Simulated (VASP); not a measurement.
# Si3N4: relaxation of the atoms with PBE

The system is Si3N4.

```
Si N
1.0
     0.00000    3.87663    3.87663
     3.87663    0.00000    3.87663
     3.87663    3.87663    0.00000
Si N
6 8
Cartesian
  0.9692 0.9692 0.9692
  0.9692 2.9075 2.9075
  2.9075 2.9075 0.9692
  2.9075 0.9692 2.9075
  3.8766 3.8766 3.8766
  5.8149 5.8149 5.8149
  6.8415 6.8415 6.8415
  2.8501 4.9032 4.9032
  4.7884 4.7884 6.8415
  4.9032 2.8501 4.9032
  6.8415 4.7884 4.7884
  2.8501 2.8501 2.8501
  4.7884 6.8415 4.7884
  4.9032 4.9032 2.8501
```

| Property | Result |
| --- | --- |
| Program | VASP 6.6.1 |
| Task | relaxation of the atoms |
| Functional | PBE |
| Potentials or basis | VASP PAW PBE potentials, release 64 (Si, N) |
| Cutoff | 520 eV |
| k mesh | 5 × 5 × 5 |
| Occupations | gaussian, width 0.01 eV |
| Spin | no spin polarisation |
| Dipole correction | no |
| Further INCAR settings | ALGO = Normal; EDIFF = 1e-07; IBRION = 2; EDIFFG = -0.003; NSW = 80 |

* Energy gained by relaxing: 0.0 meV/atom
* Ionic steps: 3
* Pressure after relaxing: 4.0 GPa
* Band gap on the k mesh: 3.39 eV, indirect (least direct gap 3.42 eV)

Final structure:
```
CELL_PARAMETERS angstrom
0.00000 3.87663 3.87663
3.87663 0.00000 3.87663
3.87663 3.87663 0.00000
ATOMIC_POSITIONS crystal
Si 0.12500 0.12500 0.12500
Si 0.62500 0.12500 0.12500
Si 0.12500 0.12500 0.62500
Si 0.12500 0.62500 0.12500
Si 0.50000 0.50000 0.50000
Si 0.75000 0.75000 0.75000
N 0.88237 0.88237 0.88237
N 0.89710 0.36763 0.36763
N 0.88237 0.88237 0.35290
N 0.36763 0.89710 0.36763
N 0.35290 0.88237 0.88237
N 0.36763 0.36763 0.36763
N 0.88237 0.35290 0.88237
N 0.36763 0.36763 0.89710
```

Levels at points of the mesh, in eV from the valence-band top:
| k point | band 29 | band 30 | band 31 | band 32 | band 33 | band 34 | band 35 | band 36 |
| --- | --- | --- | --- | --- | --- | --- | --- | --- |
| (0.00, 0.00, 0.00) | -0.16 | -0.03 | -0.03 | -0.03 | 3.39 | 3.39 | 3.39 | 4.98 |

Wall time 3.3 min on 1 thread of Intel Xeon 8259CL, on a shared host, peak memory 0.27 GiB.

A k mesh can miss the band edges.
